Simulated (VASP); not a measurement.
# BN in VASP: a series of runs, part 2 of 2

VASP 6.6.1. The steps go on from the part before.

**3. Single point, r2SCAN (atom 3 (N) moved by (+0.100, +0.200) A along [1 1 0] and z)**

POSCAR

```
BN
1.0
    2.5539396017      0.0000000000      0.0000000000
   -1.2769698009      2.2117765748      0.0000000000
    0.0000000000      0.0000000000      4.2268550000
B N
2 2
Direct
    0.6666666667      0.3333333333      0.9997240000
    0.3333333333      0.6666666667      0.4997240000
    0.7103386106      0.3653034152      0.6725925036
    0.3333333333      0.6666666667      0.1252760000
```

INCAR.step1

```
SYSTEM = BN
  PREC = Accurate
  ENCUT = 520
  ISMEAR = 0
  SIGMA = 0.05
  LREAL = .FALSE.
  LASPH = .TRUE.
  NELM = 60
  NBANDS = 16
  GGA = PE
  ALGO = Normal
  EDIFF = 1E-4
  LWAVE = .TRUE.
  LCHARG = .FALSE.
```

INCAR.step2

```
SYSTEM = BN
  PREC = Accurate
  ENCUT = 520
  EDIFF = 1E-7
  ISMEAR = 0
  SIGMA = 0.05
  LREAL = .FALSE.
  LASPH = .TRUE.
  NELM = 60
  ALGO = Normal
  ISIF = 2
  LWAVE = .FALSE.
  LCHARG = .FALSE.
  METAGGA = R2SCAN
  LMIXTAU = .TRUE.
  NBANDS = 16
  ISTART = 1
```

KPOINTS

```
regular mesh
0
G
  12 12 6
  0 0 0
```

Potentials or basis: VASP PAW PBE potentials, release 64 (B, N).

Run with:

```
$ cat potpaw_PBE.64/B/POTCAR potpaw_PBE.64/N/POTCAR > POTCAR
$ cp INCAR.step1 INCAR
$ mpirun -np 1 vasp_std > vasp.out
$ cp INCAR.step2 INCAR
$ mpirun -np 1 vasp_std > vasp.out
```

OUTCAR:

```text
SYSTEM = BN
   PREC = Accurate
   ENCUT = 520
   EDIFF = 1E-7
   ISMEAR = 0
   LREAL = .FALSE.
   LASPH = .TRUE.
   NELM = 60
   ISIF = 2
   METAGGA = R2SCAN
   ISTART = 1

 ion  position               nearest neighbor table
   1  0.667  0.333  1.000-   3 1.39   4 1.57   4 1.57   4 1.57
   2  0.333  0.667  0.500-   3 1.56   4 1.58   3 1.67   3 1.71
   3  0.710  0.365  0.673-   1 1.39   2 1.56   2 1.67   2 1.71
   4  0.333  0.667  0.125-   1 1.57   1 1.57   1 1.57   2 1.58

  LATTYP: Found a hexagonal cell.
 ALAT       =     2.5539396017
 C/A-ratio  =     1.6550332659

  Lattice vectors:

 A1 = (   2.5539396017,   0.0000000000,   0.0000000000)
 A2 = (  -1.2769698009,   2.2117765748,   0.0000000000)
 A3 = (   0.0000000000,   0.0000000000,   4.2268550000)

Analysis of symmetry for initial positions (statically):
=====================================================================
 Subroutine PRICEL returns:
 Original cell was already a primitive cell.

 Routine SETGRP: Setting up the symmetry group for a
 hexagonal supercell.

[... 166 lines left out ...]
  free energy    TOTEN  =       -37.29553063 eV

  energy without entropy =      -37.29553063  energy(sigma->0) =      -37.29553063

 E-fermi :   8.2584     XC(G=0): -13.5821

 val. band max:        8.0409838584   @ k =   0.0000   0.0000   0.0000
 cond. band min:      11.7011128494   @ k =   0.3333   0.3333   0.0000
 fundamental gap:      3.6601289910
 Fermi energy:         8.2584041761

 k-point     1 :       0.0000    0.0000    0.0000
  band No.  band energies     occupation
      1     -14.1599      2.00000
      2      -9.8684      2.00000
      3      -4.2569      2.00000
      4       4.8772      2.00000
      5       5.4149      2.00000
      6       5.8283      2.00000
[... 433 lines left out ...]
      3      -3.2442      2.00000
      4       1.7468      2.00000
      5       2.9837      2.00000
      6       4.6122      2.00000
[... 8 lines left out ...]
     15      22.9097      0.00000
     16      24.1540      0.00000

 [... further k-points ...]
[... 5 lines left out ...]
  --------------------------------------------------------------------------------------
  -------------------------------------------------------------------------------------
  Total        0.1482669      0.1828187      2.0697834      0.0778372     -0.0793730     -0.1343462
  in kB        9.9491395     12.2676646    138.8884926      5.2231055     -5.3261565     -9.0150206
  external PRESSURE =      53.7017656 kB  Pullay stress =       0.0000000 kB

 VOLUME and BASIS-vectors are now :
 -----------------------------------------------------------------------------
  energy-cutoff  :      520.00
  volume of cell :       23.88
      direct lattice vectors                 reciprocal lattice vectors
     2.553939602  0.000000000  0.000000000     0.391551938  0.226062617  0.000000000
    -1.276969801  2.211776575  0.000000000     0.000000000  0.452125233  0.000000000
     0.000000000  0.000000000  4.226855000     0.000000000  0.000000000  0.236582518

 POSITION                                       TOTAL-FORCE (eV/Angst)
 -----------------------------------------------------------------------------------
      1.27697      0.73726      4.22569         0.246215      0.234738      3.730364
     -0.00000      1.47452      2.11226         0.858746      0.658124      2.783487
      1.34768      0.80797      2.84295        -1.134828     -0.909406     -9.469705
     -0.00000      1.47452      0.52952         0.029868      0.016545      2.955854
 -----------------------------------------------------------------------------------
    total drift:                               -0.000076      0.000038     -0.000212

  FREE ENERGIE OF THE ION-ELECTRON SYSTEM (eV)
  ---------------------------------------------------
  free  energy   TOTEN  =       -37.2955306281 eV

  energy  without entropy=      -37.2955306281  energy(sigma->0) =      -37.29553063
```

OUTCAR.step1:

```text
SYSTEM = BN
   PREC = Accurate
   ENCUT = 520
   ISMEAR = 0
   LREAL = .FALSE.
   LASPH = .TRUE.
   NELM = 60
[... 684 lines left out ...]
     -0.00000      1.47452      2.11226         0.876514      0.673739      2.672172
      1.34768      0.80797      2.84295        -1.118240     -0.892265     -9.284509
     -0.00000      1.47452      0.52952         0.017063      0.004930      2.779724
 -----------------------------------------------------------------------------------
    total drift:                                0.000451      0.000379      0.001636

  FREE ENERGIE OF THE ION-ELECTRON SYSTEM (eV)
  ---------------------------------------------------
  free  energy   TOTEN  =       -33.8837432525 eV

  energy  without entropy=      -33.8837432525  energy(sigma->0) =      -33.88374325
```

Run time: 8.3 min. Hardware: 1 thread of Intel Xeon Platinum 8375C at 2.90GHz (Ice Lake), shared host; peak memory 0.25 GiB.

Results:

```yaml
Free_energy: -37.2955 eV
Pressure: 5.4 GPa
Largest_force: 9.581 eV/Å
Band_gap_on_the_k_mesh: 3.66 eV, indirect (least direct gap 7.70 eV)
```

Forces in eV/Å, atoms in the order of the input:
```
B    0.246  0.235  3.730
B    0.859  0.658  2.783
N   -1.135 -0.909 -9.470
N    0.030  0.017  2.956
```

Caveat: the cell differs from its parent crystal (atom 3 (N) moved by (+0.100, +0.200) A along [1 1 0] and z); the PAW data sets were made with another functional, which shifts forces and pressure a little. A k mesh can miss the band edges.

**4. Single point, r2SCAN (atom 3 (N) moved by (+0.000, +0.200) A along [1 1 0] and z)**

Changes to POSCAR since step 3:

```diff
@@ -10,3 +10,3 @@
     0.3333333333      0.6666666667      0.4997240000
-    0.7103386106      0.3653034152      0.6725925036
+    0.6666666667      0.3333333333      0.6725925036
     0.3333333333      0.6666666667      0.1252760000
```

INCAR.step1

```
SYSTEM = BN
PREC = Accurate ; ENCUT = 910
ISMEAR = 0 ; SIGMA = 0.05
LREAL = .False. ; LASPH = .True.
NELM = 120 ; NBANDS = 16
GGA = PE ; ALGO = Normal
EDIFF = 1E-5 ; LWAVE = .True.
LCHARG = .False. ; GGA_COMPAT = .False.
```

INCAR.step2

```
SYSTEM = BN
PREC = Accurate ; ENCUT = 910
EDIFF = 1E-6 ; ISMEAR = 0
SIGMA = 0.05 ; LREAL = .False.
LASPH = .True. ; NELM = 120
ALGO = Normal ; ISIF = 2
LWAVE = .False. ; LCHARG = .False.
METAGGA = R2SCAN ; LMIXTAU = .True.
NBANDS = 16 ; ISTART = 1
GGA_COMPAT = .False.
```

KPOINTS

```
Automatic mesh
0
Gamma
  12 12 6
  0 0 0
```

Potentials or basis: VASP PAW PBE potentials, release 64 (B_h, N_h).

Run with:

```
$ cat potpaw_PBE.64/B_h/POTCAR potpaw_PBE.64/N_h/POTCAR > POTCAR
$ cp INCAR.step1 INCAR
$ mpirun -np 1 vasp_std > vasp.out
$ cp INCAR.step2 INCAR
$ mpirun -np 1 vasp_std > vasp.out
```

It took 2.4 min on 1 thread of Intel Xeon 6975P-C (Granite Rapids), shared host; peak memory 0.22 GiB.

It converged, with:

```
Free energy            : -37.4171 eV
Pressure               : 3.1 GPa
Largest force          : 9.840 eV/Å
Band gap on the k mesh : 3.87 eV, indirect (least direct gap 7.80 eV)
```

Forces in eV/Å, atoms in the order of the input:
```
B    0.000  0.000  3.896
B    0.000  0.000  3.021
N    0.000  0.000 -9.840
N    0.000  0.000  2.923
```

Stress tensor (GPa, compression positive):
```
-1.55  0.00  0.00
 0.00 -1.55  0.00
 0.00  0.00 12.43
```

Levels at points of the mesh, in eV from the valence-band top:
```csv
k point,band 5,band 6,band 7,band 8,band 9,band 10,band 11,band 12
"(0.00, 0.00, 0.00)",-2.69,-1.99,0.00,0.00,8.21,8.21,8.82,9.73
"(0.50, 0.00, 0.00)",-7.92,-5.70,-5.59,-1.90,6.66,7.07,9.13,11.00
"(0.00, 0.00, 0.50)",-2.06,-2.06,-0.93,-0.93,9.29,9.63,9.63,9.90
"(0.50, 0.00, 0.50)",-5.28,-4.75,-4.22,-3.37,6.14,6.47,9.90,10.63
```

Caveat: the cell differs from its parent crystal (atom 3 (N) moved by (+0.000, +0.200) A along [1 1 0] and z); the cutoff is under 1.25 times the usual one of these potentials, so pressure, stress and relaxed cells hold a basis-set (Pulay) error; the PAW data sets were made with another functional, which shifts forces and pressure a little.

**5. Single point, r2SCAN (atom 3 (N) moved by (+0.000, -0.100) A along [1 1 0] and z)**

Changes to POSCAR since step 4:

```diff
@@ -10,3 +10,3 @@
     0.3333333333      0.6666666667      0.4997240000
-    0.6666666667      0.3333333333      0.6725925036
+    0.6666666667      0.3333333333      0.6016177482
     0.3333333333      0.6666666667      0.1252760000
```

INCAR.step1

```
PREC = Accurate
ENCUT = 910
ISMEAR = 0
SIGMA = 0.05
LREAL = False
LASPH = True
NELM = 120
NBANDS = 16
GGA = PE
ALGO = Normal
EDIFF = 1E-5
LWAVE = True
LCHARG = False
GGA_COMPAT = False
```

INCAR.step2

```
PREC = Accurate
ENCUT = 910
EDIFF = 1E-6
ISMEAR = 0
SIGMA = 0.05
LREAL = False
LASPH = True
NELM = 120
ALGO = Normal
ISIF = 2
LWAVE = False
LCHARG = False
METAGGA = R2SCAN
LMIXTAU = True
NBANDS = 16
ISTART = 1
GGA_COMPAT = False
```

KPOINTS

```
regular mesh
0
Gamma
  12 12 6
```

Run with:

```
$ cat potpaw_PBE.64/B_h/POTCAR potpaw_PBE.64/N_h/POTCAR > POTCAR
$ cp INCAR.step1 INCAR
$ mpirun -np 1 vasp_std > vasp.out
$ cp INCAR.step2 INCAR
$ mpirun -np 1 vasp_std > vasp.out
```

Run time: 2.2 min. Hardware: 1 thread of Intel Xeon 6975P-C (Granite Rapids), shared host; peak memory 0.22 GiB.

It converged, with:

| Quantity | Value |
| --- | --- |
| Free energy | -38.1445 eV |
| Pressure | -3.1 GPa |
| Largest force | 3.349 eV/Å |
| Band gap on the k mesh | 6.01 eV, indirect (least direct gap 8.42 eV) |

Forces in eV/Å, atoms in the order of the input:
```
B    0.000  0.000 -0.392
B    0.000  0.000 -1.416
N    0.000  0.000  3.349
N    0.000  0.000 -1.541
```

Stress tensor (GPa, compression positive):
```
-4.00  0.00  0.00
 0.00 -4.00  0.00
 0.00  0.00 -1.18
```

Levels at points of the mesh, in eV from the valence-band top:
```csv
k point,band 5,band 6,band 7,band 8,band 9,band 10,band 11,band 12
"(0.00, 0.00, 0.00)",-2.57,-0.44,-0.44,0.00,8.42,8.92,8.92,9.83
"(0.50, 0.00, 0.00)",-7.14,-5.52,-4.30,-2.68,6.98,8.42,11.71,11.77
"(0.00, 0.00, 0.50)",-1.88,-1.88,-1.33,-1.33,9.49,10.10,10.21,10.21
"(0.50, 0.00, 0.50)",-4.61,-3.98,-3.86,-3.35,6.69,6.95,9.90,10.27
```

Caveat: the cell differs from its parent crystal (atom 3 (N) moved by (+0.000, -0.100) A along [1 1 0] and z); the cutoff is under 1.25 times the usual one of these potentials, so pressure, stress and relaxed cells hold a basis-set (Pulay) error; the PAW data sets were made with another functional, which shifts forces and pressure a little. A k mesh can miss the band edges.
